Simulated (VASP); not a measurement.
A run of VASP 6.6.1:

Contents of POSCAR:

```
BN
1.0
    0.0000000000      1.8130010000      1.8130010000
    1.8130010000      0.0000000000      1.8130010000
    1.8130010000      1.8130010000      0.0000000000
B N
1 1
Direct
    0.0000000000      0.0000000000      0.0000000000
    0.8706563041      0.6293436959      0.8706563041
```

Contents of INCAR.step1:

```
PREC     = Accurate       # precision mode
ENCUT    = 520            # plane-wave cutoff, eV
ISMEAR   = 0              # smearing method
SIGMA    = 0.05           # smearing width, eV
LREAL    = F              # projectors in reciprocal space
LASPH    = T              # aspherical terms in the spheres
NELM     = 60             # most SCF steps
NBANDS   = 11             # bands
GGA      = PE             # functional
ALGO     = Normal         # electronic algorithm
EDIFF    = 1E-4           # SCF threshold, eV
LWAVE    = T              # write WAVECAR
LCHARG   = F              # write CHGCAR
```

Contents of INCAR.step2:

```
PREC     = Accurate       # precision mode
ENCUT    = 520            # plane-wave cutoff, eV
EDIFF    = 1E-6           # SCF threshold, eV
ISMEAR   = 0              # smearing method
SIGMA    = 0.05           # smearing width, eV
LREAL    = F              # projectors in reciprocal space
LASPH    = T              # aspherical terms in the spheres
NELM     = 60             # most SCF steps
ALGO     = Normal         # electronic algorithm
ISIF     = 2              # what is computed and relaxed
LWAVE    = F              # write WAVECAR
LCHARG   = T              # write CHGCAR
METAGGA  = R2SCAN         # meta-GGA
LMIXTAU  = T            
LELF     = T              # ELF
LVHAR    = T            
NBANDS   = 11             # bands
ISTART   = 1
```

File KPOINTS:

```
Automatic mesh
0
Gamma
  12 12 12
```

Potentials or basis: VASP PAW PBE potentials, release 64 (B, N).

The run is started by

```bash
$ cat potpaw_PBE.64/B/POTCAR potpaw_PBE.64/N/POTCAR > POTCAR
$ cp INCAR.step1 INCAR
$ mpirun -np 1 vasp_std > vasp.out
$ cp INCAR.step2 INCAR
$ mpirun -np 1 vasp_std > vasp.out
```

Hardware: 1 thread of Intel Xeon 8259CL, with other jobs on the host.

Task: Estimate the wall time of this run.

Result: Wall time 2.1 min on 1 thread of Intel Xeon 8259CL, on a shared host, peak memory 0.15 GiB. Counts: k points 280.
